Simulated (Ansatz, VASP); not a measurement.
**B2Pt2Cl in VASP and in Ansatz**

```
B Pt Cl
1.0
     3.74792    0.00000    0.00000
     0.00000    3.74792    0.00000
     0.00000    0.00000    7.24385
B Pt Cl
2 2 1
Cartesian
  1.8740 0.0000 2.3342
  0.0000 1.8740 2.3342
  1.8740 0.0000 4.2044
  0.0000 1.8740 4.2044
  0.0000 0.0000 6.2886
```

Alike in both runs: functional PBE; k mesh 6 × 6 × 2; occupations gaussian, width 0.1 eV; no spin polarisation.

Ansatz relaxed the structure, and its values are those at the end. VASP's run is a single point on that final structure, the one shown.

|  | VASP | Ansatz |
| --- | --- | --- |
| version | VASP 6.6.1 | Ansatz 0.2.0 |
| potentials or method | VASP PAW PBE potentials, release 64 (B, Pt, Cl), cutoff 520 eV | scalar-relativistic, plane waves, PAW |
| valence electrons in the cell | 33 | 49 |

```csv
,VASP,Ansatz,Ansatz less VASP
gap on the k mesh at the Fermi level (eV),none,none,-
pressure (GPa),0.2,0.2,0.00
rms of the force components (eV/Å),0.057,0.005,-0.0523
```

A gap of «none» marks a metal or a gap that the smearing closes. The functional is the same, so the differences come from potentials, cutoffs and numerics. VASP's potentials hold 33 valence electrons a cell and Ansatz's 49, so a difference there can come from the potentials and not from the codes.

The k mesh is coarse, so the values compare programs but aren't converged. Spin-orbit coupling is off throughout.
